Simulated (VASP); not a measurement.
# CdP2C (P-4m2) in VASP: settings compared, part 2 of 2

VASP 6.6.1. Earlier steps stand in the parts before.

**4. Single point, PBE**

This run uses another cell than the first one, of 16.31 Å³/atom.

The input, INCAR:

```
SYSTEM = CdP2C
  PREC = Accurate
  ENCUT = 520
  EDIFF = 1E-7
  ISMEAR = -1
  SIGMA = 0.02
  LREAL = .False.
  LASPH = .True.
  NELM = 80
  ALGO = Normal
  ISIF = 2
  LWAVE = .False.
  LCHARG = .True.
  GGA = PE
  LELF = .True.
  LVHAR = .True.
  NBANDS = 21
```

The input, KPOINTS:

```
Automatic mesh
0
Gamma
  8 8 4
  0 0 0
```

The input, POSCAR:

```
CdP2C
1.0
    3.3048442156      0.0000000000      0.0000000000
    0.0000000000      3.3048442156      0.0000000000
    0.0000000000      0.0000000000      5.9718360677
Cd P C
1 2 1
Direct
    0.0000000000      0.0000000000      0.0000000000
    0.0000000000      0.5000000000      0.3265445470
    0.5000000000      0.0000000000      0.6734554530
    0.5000000000      0.5000000000      0.5000000000
```

Potentials or basis: VASP PAW PBE potentials, release 64 (Cd, P, C).

Run with:

```bash
> cat potpaw_PBE.64/Cd/POTCAR potpaw_PBE.64/P/POTCAR potpaw_PBE.64/C/POTCAR > POTCAR
> mpirun -np 1 vasp_std > vasp.out
```

OUTCAR:

```text
SYSTEM = CdP2C
   PREC = Accurate
   ENCUT = 520
   EDIFF = 1E-7
   ISMEAR = -1
   LREAL = .False.
   LASPH = .True.
   NELM = 80
   ISIF = 2
   GGA = PE

 ion  position               nearest neighbor table
   1  0.000  0.000  0.000-   2 2.56   3 2.56   2 2.56   3 2.56
   2  0.000  0.500  0.327-   4 1.95   4 1.95   1 2.56   1 2.56
   3  0.500  0.000  0.673-   4 1.95   4 1.95   1 2.56   1 2.56
   4  0.500  0.500  0.500-   2 1.95   3 1.95   3 1.95   2 1.95

  LATTYP: Found a simple tetragonal cell.
 ALAT       =     3.3048442156
 C/A-ratio  =     1.8069947260

  Lattice vectors:

 A1 = (   3.3048442156,   0.0000000000,   0.0000000000)
 A2 = (   0.0000000000,   3.3048442156,   0.0000000000)
 A3 = (   0.0000000000,   0.0000000000,   5.9718360677)

Analysis of symmetry for initial positions (statically):
=====================================================================
 Subroutine PRICEL returns:
 Original cell was already a primitive cell.

 Routine SETGRP: Setting up the symmetry group for a
 simple tetragonal supercell.

 Subroutine GETGRP returns: Found  8 space group operations
 (whereof  8 operations were pure point group operations)
 out of a pool of 16 trial point group operations.

The static configuration has the point symmetry D_2d.

Analysis of symmetry for dynamics (positions and initial velocities):
=====================================================================
 Subroutine PRICEL returns:
 Original cell was already a primitive cell.

 Routine SETGRP: Setting up the symmetry group for a
 simple tetragonal supercell.

 Subroutine GETGRP returns: Found  8 space group operations
 (whereof  8 operations were pure point group operations)
 out of a pool of 16 trial point group operations.

The dynamic configuration has the point symmetry D_2d.

 Subroutine INISYM returns: Found  8 space group operations
 (whereof  8 operations are pure point group operations),
[... 112 lines left out ...]
   NUPDOWN=      -1.0000    fix difference up-down
   EMIN   =  10.00;   EMAX   =-10.00  energy-range for DOS
   EFERMI =   0.00;   METHOD = LEGACY
   ISMEAR =    -1;   SIGMA  =   0.02  broadening in eV -4-tet -1-fermi 0-gaus
   EFERMI_NEDOS =   21; number of points for ismear=-14 and -15
   IALGO  =     38    algorithm
   IMIX   =      4    mixing-type and parameters
     AMIX     =   0.40;   BMIX     =  1.00
     AMIX_MAG =   1.60;   BMIX_MAG =  1.00
  volume/ion in A,a.u.               =      16.31       110.04
  Fermi-wavevector in a.u.,A,eV,Ry     =   1.204840  2.276817 19.750749  1.451639
  Thomas-Fermi vector in A             =   2.340553
   LORBIT       =      0    0 simple, 1 ext, 2 COOP (PROOUT), +10 PAW based schemes
   GGA     = PE    functional components
   LHFCALC =     F    Hartree Fock is set to
   AEXX    =    0.0000 exact exchange contribution
   IVDW    =     0    specifies the selected vdW correction
   LEPSILON=     F    determine dielectric tensor
   LRPA    =     F    only Hartree local field effects (RPA)
 non-spin polarized calculation
  energy-cutoff  :      520.00
  volume of cell :       65.22
 maximum number of plane-waves:      1800
 NGX is ok and might be reduce to    28
   NGX = 13   NGY = 13   NGZ = 23

 number of electron      26.0000004 magnetization

 Free energy of the ion-electron system (eV)
  ---------------------------------------------------
  ext. energy  EPLUGINS =         0.00000000
  ---------------------------------------------------
  free energy    TOTEN  =       -17.97792249 eV

  energy without entropy =      -17.97669621  energy(sigma->0) =      -17.97730935

 E-fermi :   6.2243     XC(G=0): -10.5593

 val. band max:        6.1910581145   @ k =   0.2500   0.0000   0.5000
 cond. band min:       6.2255583770   @ k =   0.3750   0.0000   0.0000
 fundamental gap:      0.0345002625
 Fermi energy:         6.2242575401

 k-point     1 :       0.0000    0.0000    0.0000
  band No.  band energies     occupation
      1     -10.4829      2.00000
      2      -5.7327      2.00000
      3      -3.6726      2.00000
      4      -3.5056      2.00000
      5      -3.3155      2.00000
      6      -3.3155      2.00000
[... 565 lines left out ...]
     20      12.6883      0.00000
     21      14.4537      0.00000

 [... further k-points ...]
[... 5 lines left out ...]
  --------------------------------------------------------------------------------------
  -------------------------------------------------------------------------------------
  Total        0.5491062      0.5491062      0.9243374      0.0000000      0.0000000      0.0000000
  in kB       13.4882949     13.4882949     22.7055102      0.0000000      0.0000000      0.0000000
  external PRESSURE =      16.5607000 kB  Pullay stress =       0.0000000 kB

 VOLUME and BASIS-vectors are now :
 -----------------------------------------------------------------------------
  energy-cutoff  :      520.00
  volume of cell :       65.22
      direct lattice vectors                 reciprocal lattice vectors
     3.304844216  0.000000000  0.000000000     0.302586124  0.000000000  0.000000000
     0.000000000  3.304844216  0.000000000     0.000000000  0.302586124  0.000000000
     0.000000000  0.000000000  5.971836068     0.000000000  0.000000000  0.167452688

 POSITION                                       TOTAL-FORCE (eV/Angst)
 -----------------------------------------------------------------------------------
      0.00000      0.00000      0.00000        -0.000000      0.000000      0.000000
      0.00000      1.65242      1.95007        -0.000000      0.000000      0.202048
      1.65242      0.00000      4.02177        -0.000000      0.000000     -0.202048
      1.65242      1.65242      2.98592         0.000000     -0.000000      0.000000
 -----------------------------------------------------------------------------------
    total drift:                               -0.000000      0.000000      0.000000

  FREE ENERGIE OF THE ION-ELECTRON SYSTEM (eV)
  ---------------------------------------------------
  free  energy   TOTEN  =       -17.9779224859 eV

  energy  without entropy=      -17.9766962119  energy(sigma->0) =      -17.97730935
```

stdout:

```text
POSCAR found type information on POSCAR CdP C
 POSCAR found :  3 types and       4 ions
 scaLAPACK will be used
 LDA part: xc-table for (Slater+PW92), standard interpolation
 POSCAR, INCAR and KPOINTS ok, starting setup
 FFT: planning ... GRIDC
 FFT: planning ... GRID_SOFT
 FFT: planning ... GRID
 WAVECAR not read
 entering main loop
```

Wall time 91 s (1 thread of Intel Xeon 8259CL, shared host); peak memory 0.22 GiB.

What came out:

```
Free energy            : -17.9779 eV
Pressure               : 1.7 GPa
Largest force          : 0.202 eV/Å
Band gap on the k mesh : zero (bands 13 and 14 overlap by 0.59 eV)
```

Forces in eV/Å, atoms in the order of the input:
```
Cd   0.000  0.000  0.000
P    0.000  0.000  0.202
P    0.000  0.000 -0.202
C    0.000  0.000  0.000
```

**5. Single point, LDA**

This run uses another cell than the first one, of 16.31 Å³/atom.

The input, INCAR:

```
  PREC = Accurate
  ENCUT = 520
  EDIFF = 1E-6
  ISMEAR = -1
  SIGMA = 0.02
  LREAL = F
  LASPH = T
  NELM = 80
  ALGO = Normal
  ISIF = 2
  LWAVE = F
  LCHARG = F
  GGA = CA
  NBANDS = 21
```

The input, KPOINTS:

```
regular mesh
0
Gamma
  8 8 4
```

POSCAR is that of step 4.

Potentials or basis: VASP PAW LDA potentials, release 64 (Cd, P, C).

Run with:

```bash
> cat potpaw_LDA.64/Cd/POTCAR potpaw_LDA.64/P/POTCAR potpaw_LDA.64/C/POTCAR > POTCAR
> mpirun -np 1 vasp_std > vasp.out
```

Wall time 88 s (1 thread of Intel Xeon 8259CL, shared host); peak memory 0.2 GiB.

The run converged. Its results:

* Free energy: -21.0734 eV
* Pressure: -4.6 GPa
* Largest force: 0.111 eV/Å
* Band gap on the k mesh: zero (bands 13 and 14 overlap by 0.59 eV)

Forces on the atoms (eV/Å):
```
Cd   0.000  0.000  0.000
P    0.000  0.000  0.111
P    0.000  0.000 -0.111
C    0.000  0.000  0.000
```

Stress tensor (GPa, compression positive):
```
-4.47  0.00  0.00
 0.00 -4.47  0.00
 0.00  0.00 -4.91
```

Levels at points of the mesh, in eV from the Fermi level:
| k point | band 11 | band 12 | band 13 | band 14 | band 15 | band 16 |
| --- | --- | --- | --- | --- | --- | --- |
| (0.00, 0.00, 0.00) | -2.28 | -1.44 | -0.41 | 0.78 | 0.78 | 2.04 |
| (0.50, 0.00, 0.00) | -4.85 | -4.85 | 0.30 | 0.35 | 2.20 | 2.75 |
| (0.50, 0.50, 0.00) | -4.11 | -4.11 | -2.91 | 0.86 | 0.86 | 0.89 |
| (0.00, 0.00, 0.50) | -5.46 | -0.61 | -0.47 | 0.14 | 0.14 | 3.45 |
| (0.50, 0.00, 0.50) | -3.17 | -2.84 | -0.90 | 0.46 | 0.85 | 1.33 |
| (0.50, 0.50, 0.50) | -4.68 | -4.68 | -3.60 | 2.16 | 3.19 | 3.19 |

Caveat: the cell stands under tension.

**6. The runs side by side**

```tsv
level	potentials or basis	cell	k mesh	gap on the mesh (eV)	pressure (GPa)	largest force (eV/Å)
PBE	VASP PAW PBE potentials, release 64 (Cd, P, C)	a = 3.282, b = 3.282, c = 6.124 Å, 4 atoms, atomic positions A	6 × 6 × 6	none	0.1	0.06
LDA	VASP PAW LDA potentials, release 64 (Cd, P, C)	a = 3.192, b = 3.192, c = 6.036 Å, 4 atoms, atomic positions B	8 × 8 × 4	none	0.3	0.08
PBE	VASP PAW PBE potentials, release 64 (Cd, P, C)	a = 3.305, b = 3.305, c = 5.972 Å, 4 atoms, atomic positions C	8 × 8 × 4	none	1.7	0.20
LDA	VASP PAW LDA potentials, release 64 (Cd, P, C)	a = 3.305, b = 3.305, c = 5.972 Å, 4 atoms, atomic positions C	8 × 8 × 4	none	-4.6	0.11
```

Alike in all rows: task single point; no spin polarisation; cutoff (eV) 520; smearing fermi-dirac 0.02 eV.

Caveats: the cell stands under tension (at least some runs).

Total energies depend on the potentials used, so only differences within one code and one set of settings carry meaning.

The gap in the log of VASP goes by the Fermi energy; the results here count the filled bands.